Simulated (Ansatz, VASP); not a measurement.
Two plane-wave programs on BN

```
CELL_PARAMETERS angstrom
0.00000 1.81235 1.92109
1.81235 0.00000 1.92109
1.81235 1.81235 0.00000
ATOMIC_POSITIONS crystal
B 0.00000 0.00000 0.00000
N 0.75000 0.75000 0.75000
```

Change from the starting cell: strain +0.0600 x Voigt [0, 0, 1, 0, 0, 0], atoms carried along.

Alike in both runs: task single point; functional PBE; k mesh 12 × 12 × 12; occupations gaussian, width 0.05 eV; no spin polarisation.

|  | VASP | Ansatz |
| --- | --- | --- |
| version | VASP 6.6.1 | Ansatz 0.2.0 |
| potentials or method | VASP PAW PBE potentials, release 64 (B, N), cutoff 520 eV | scalar-relativistic, plane waves, PAW |
| valence electrons in the cell | 8 | 8 |

|  | VASP | Ansatz | Ansatz less VASP |
| --- | --- | --- | --- |
| gap on the k mesh at the Fermi level (eV) | 3.89 | 3.90 | +0.010 |
| least direct gap on the mesh (eV) | 8.19 | 8.20 | +0.009 |
| pressure (GPa) | -19.4 | -19.4 | -0.06 |
| traceless stress, the component that is largest in VASP (GPa) | -24.20 | -24.17 | +0.028 |

With one functional, cell and mesh, what is left measures potentials, basis and numerics.
